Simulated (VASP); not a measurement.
Set up this calculation in VASP 6.6.1, as the native input.

- Task: single point
- Functional: r2SCAN
- Potentials or basis: VASP PAW PBE potentials, release 64 (B_h, N_h)
- Cutoff: 1460 eV
- k mesh: 12 × 12 × 6
- Occupations: gaussian, width 0.05 eV
- Spin: no spin polarisation
- Dipole correction: no
- Further INCAR settings: ALGO = Normal; EDIFF = 1e-06; NBANDS = 16

Crystal: BN.

```
CELL_PARAMETERS angstrom
2.50293 0.00000 0.00000
-1.25146 2.16760 0.00000
0.00000 0.00000 4.34686
ATOMIC_POSITIONS crystal
B 0.66667 0.33333 0.99980
B 0.33333 0.66667 0.49980
N 0.66667 0.33333 0.62520
N 0.33333 0.66667 0.12520
```

This cell differs from its parent crystal: ratio of the length along z to the lengths across it x 1.05, volume and fractional coordinates fixed.

The input as run:

POSCAR

```
BN
1.0
    2.5029276287      0.0000000000      0.0000000000
   -1.2514638144      2.1675989103      0.0000000000
    0.0000000000      0.0000000000      4.3468595186
B N
2 2
Direct
    0.6666666667      0.3333333333      0.9997995909
    0.3333333333      0.6666666667      0.4997995909
    0.6666666667      0.3333333333      0.6252004091
    0.3333333333      0.6666666667      0.1252004091
```

INCAR.step1

```
ALGO = Normal
EDIFF = 1E-5
ENCUT = 1460
GGA = PE
GGA_COMPAT = False
ISMEAR = 0
LASPH = True
LCHARG = False
LREAL = False
LWAVE = True
NBANDS = 16
NELM = 120
PREC = Accurate
SIGMA = 0.05
```

INCAR.step2

```
ALGO = Normal
EDIFF = 1E-6
ENCUT = 1460
GGA_COMPAT = False
ISIF = 2
ISMEAR = 0
ISTART = 1
LASPH = True
LCHARG = False
LMIXTAU = True
LREAL = False
LWAVE = False
METAGGA = R2SCAN
NBANDS = 16
NELM = 120
PREC = Accurate
SIGMA = 0.05
```

KPOINTS

```
k-points
0
Gamma
  12 12 6
```

Potentials or basis: VASP PAW PBE potentials, release 64 (B_h, N_h).

Run with:

```console
$ cat potpaw_PBE.64/B_h/POTCAR potpaw_PBE.64/N_h/POTCAR > POTCAR
$ cp INCAR.step1 INCAR
$ mpirun -np 1 vasp_std > vasp.out
$ cp INCAR.step2 INCAR
$ mpirun -np 1 vasp_std > vasp.out
```

Results of the run:

| Quantity | Value |
| --- | --- |
| Pressure | 0.6 GPa |
| Largest force | 0.123 eV/Å |
| Band gap on the k mesh | 5.55 eV (least direct gap 7.64 eV) |

Caveat: the stress differs along the axes, from -31 to 16 GPa; the PAW data sets were made with another functional, which shifts forces and pressure a little.

Wall time 7 min on 1 thread of Intel(R) Xeon(R) Platinum 8259CL CPU @ 2.50GHz (Skylake/Cascade Lake), on a shared host, peak memory 0.3 GiB.
